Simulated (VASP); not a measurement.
AlNi, 2 atoms in the cell. Symmetry: P4/mmm, No. 123, tetragonal system. Conventional cell: a = 3.033 Å, b = 3.033 Å, c = 2.746 Å, α = 90.00°, β = 90.00°, γ = 90.00°. Al (site symmetry 4/mmm) has 8 Ni at 2.55 Å and 6 Al at 2.75 to 3.03 Å within 3.4 Å. Ni (site symmetry 4/mmm) has 8 Al at 2.55 Å and 6 Ni at 2.75 to 3.03 Å within 3.4 Å. 

| Property | Result |
| --- | --- |
| Program | VASP 6.6.1 |
| Task | single point |
| Functional | PBE |
| Potentials or basis | VASP PAW PBE potentials, release 64 (Al, Ni) |
| Cutoff | 520 eV |
| k mesh | 16 × 16 × 16 |
| Occupations | gaussian, width 0.15 eV |
| Spin | no spin polarisation |
| Dipole correction | no |
| Further INCAR settings | ALGO = Fast; EDIFF = 1e-06; NBANDS = 14 |

Potentials or basis: VASP PAW PBE potentials, release 64 (Al, Ni).

The run is started by

```console
$ cat potpaw_PBE.64/Al/POTCAR potpaw_PBE.64/Ni/POTCAR > POTCAR
$ mpirun -np 1 vasp_std > vasp.out
```

Hardware: 1 thread of Intel(R) Xeon(R) Platinum 8488C (Sapphire Rapids), on a shared host.

Task: Estimate the wall time of this run.

Result: It took 82 s on 1 thread of Intel(R) Xeon(R) Platinum 8488C (Sapphire Rapids), with other jobs on the host, peak memory 0.33 GiB. Counts: scf iterations 15, k points 657.
